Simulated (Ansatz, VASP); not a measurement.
## NiO: VASP beside Ansatz

File INCAR:

```
SYSTEM = NiO
ALGO = Normal
EDIFF = 1E-6
ENCUT = 520
GGA = PE
ISIF = 2
ISMEAR = 0
ISPIN = 2
LASPH = .TRUE.
LCHARG = .FALSE.
LMAXMIX = 4
LORBIT = 11
LREAL = .FALSE.
LWAVE = .FALSE.
MAGMOM = 1 0
NBANDS = 19
NELM = 150
PREC = Accurate
SIGMA = 0.028999999999999998
```

Contents of KPOINTS:

```
k-points
0
G
  11 11 11
  0 0 0
```

The input POSCAR:

```
NiO
1.0
    0.0000000000      2.0859016414      2.0859016414
    2.0859016414      0.0000000000      2.0859016414
    2.0859016414      2.0859016414      0.0000000000
Ni O
1 1
Direct
    0.0000000000      0.0000000000      0.0000000000
    0.5000000000      0.5000000000      0.5000000000
```

Contents of input.yaml:

```yaml
crystal:
  lattice:
    - [0.0, 2.0859016414, 2.0859016414]
    - [2.0859016414, 0.0, 2.0859016414]
    - [2.0859016414, 2.0859016414, 0.0]
  atoms:
    - { symbol: Ni, position: [0.0, 0.0, 0.0], spin: 1.0 }
    - { symbol: O, position: [0.5, 0.5, 0.5] }
kpoints:
  mp_grid: { grid: [11, 11, 11] }
scf:
  occupations: { method: gaussian, width: 0.029 }
hamiltonian:
  xc: pbe
  pseudopotentials: { kind: all_electron, lapw: { basis_error: 0.001 } }
magnetization:
  spin_polarized: true
output:
  forces: true
  stress: true
  eigenvalues: true
```

Alike in both runs: task single point; functional PBE; k mesh 11 × 11 × 11; occupations gaussian, width 0.029 eV; collinear spin.

|  | VASP | Ansatz |
| --- | --- | --- |
| version | VASP 6.6.1 | Ansatz 0.2.0 |
| potentials or method | VASP PAW PBE potentials, release 64 (Ni, O), cutoff 520 eV | all-electron LAPW, scalar-relativistic |

VASP gave:

* gap on the k mesh at the Fermi level (eV): none
* pressure (GPa): 5.9
* net moment per atom (μB): 0.88
* size of the moment on the site where the two differ most (μB): 1.45

**Question.** What did Ansatz give for the same quantities?

**Answer.** gap on the k mesh at the Fermi level (eV): none; pressure (GPa): 6.6; net moment per atom (μB): 0.91; size of the moment on the site where the two differ most (μB): 1.51.

Site moments also hang on the region over which each program counts them. A gap of «none» marks a metal or a gap that the smearing closes. Ansatz ran all-electron here, and VASP with PAW potentials.
